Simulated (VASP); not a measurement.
A run of VASP 6.6.1:

File INCAR:

```
SYSTEM = Ir12O
PREC = Accurate ; ENCUT = 520
EDIFF = 1E-6 ; ISMEAR = 0
SIGMA = 0.1 ; LREAL = .FALSE.
LASPH = .TRUE. ; NELM = 100
ALGO = Normal ; ISIF = 2
LWAVE = .FALSE. ; LCHARG = .TRUE.
LDIPOL = .TRUE. ; IDIPOL = 3
DIPOL = 0.5 0.5 0.297 ; GGA = PE
IVDW = 12 ; LELF = .TRUE.
LVHAR = .TRUE. ; LVACPOTAV = .TRUE.
NBANDS = 69
```

The input KPOINTS:

```
regular mesh
0
G
  5 5 1
  0 0 0
```

The input POSCAR:

```
Ir12O
1.0
    5.4309029918      0.0000000000      0.0000000000
    0.0000000000      5.4309029918      0.0000000000
    0.0000000000      0.0000000000     21.0013955423
Ir O
12 1
Direct
    0.2500000000      0.2500000000      0.1904635333
    0.2500000000      0.7500000000      0.1904635333
    0.7500000000      0.2500000000      0.1904635333
    0.7500000000      0.7500000000      0.1904635333
    0.0000000000      0.0000000000      0.2785823619
    0.0000000000      0.5000000000      0.2785823619
    0.5000000000      0.0000000000      0.2785823619
    0.5000000000      0.5000000000      0.2785823619
    0.2500000000      0.2500000000      0.3667087517
    0.2500000000      0.7500000000      0.3667087517
    0.7500000000      0.2500000000      0.3667087517
    0.7500000000      0.7500000000      0.3667087517
    0.4166666667      0.4166666667      0.5238411667
```

Potentials or basis: VASP PAW PBE potentials, release 64 (Ir, O).

Command:

```sh
$ cat potpaw_PBE.64/Ir/POTCAR potpaw_PBE.64/O/POTCAR > POTCAR
$ mpirun -np 1 vasp_std > vasp.out
```

Hardware: 1 thread of Oxide Virtual Turin-like Processor, on a shared host.

How long does it take, and how much memory?

Run time: 24 min on 1 thread of Oxide Virtual Turin-like Processor (shared host), peak memory 0.67 GiB. Counts: scf iterations 40, k points 9.
